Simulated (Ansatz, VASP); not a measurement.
**Ag: VASP beside Ansatz**

File INCAR:

```
PREC = Accurate
ENCUT = 520
EDIFF = 1E-6
ISMEAR = 0
SIGMA = 0.15
LREAL = False
LASPH = True
NELM = 60
ALGO = Fast
ISIF = 2
LWAVE = False
LCHARG = False
GGA = PS
NBANDS = 12
```

The input KPOINTS:

```
Automatic mesh
0
Gamma
  22 22 22
```

POSCAR

```
Ag
1.0
   -1.5580300654      1.5580300654      1.8696360784
    1.5580300654     -1.5580300654      1.8696360784
    1.5580300654      1.5580300654     -1.8696360784
Ag
1
Direct
    0.0000000000      0.0000000000      0.0000000000
```

Input for Ansatz:

```yaml
crystal:
  lattice:
    - [-1.5580300654, 1.5580300654, 1.8696360784]
    - [1.5580300654, -1.5580300654, 1.8696360784]
    - [1.5580300654, 1.5580300654, -1.8696360784]
  atoms:
    - { symbol: Ag, position: [0.0, 0.0, 0.0] }
basis:
  ecutwfc: 420
kpoints:
  mp_grid: { grid: [22, 22, 22] }
hamiltonian:
  xc: pbesol
scf:
  occupations: { method: gaussian, width: 0.15 }
output:
  forces: true
  stress: true
  eigenvalues: true
```

Alike in both runs: task single point; functional PBEsol; k mesh 22 × 22 × 22; occupations gaussian, width 0.15 eV; no spin polarisation.

```csv
,VASP,Ansatz
version,VASP 6.6.1,Ansatz 0.2.0
potentials or method,"VASP PAW PBE potentials, release 64 (Ag), cutoff 520 eV","scalar-relativistic, plane waves, PAW"
valence electrons in the cell,11,19
```

Ansatz gave:

```
gap on the k mesh at the Fermi level (eV)                     : none
pressure (GPa)                                                : -7.6
traceless stress, the component that is largest in VASP (GPa) : 1.21
```

**Question.** Estimate VASP's values.

**Answer.** gap on the k mesh at the Fermi level (eV): none; pressure (GPa): -7.6; traceless stress, the component that is largest in VASP (GPa): 1.20.

VASP's potentials were made for PBE, not for PBEsol. A gap of «none» marks a metal or a gap that the smearing closes. The functional is the same, so the differences come from potentials, cutoffs and numerics. VASP's potentials hold 11 valence electrons a cell and Ansatz's 19, so a difference there can come from the potentials and not from the codes.
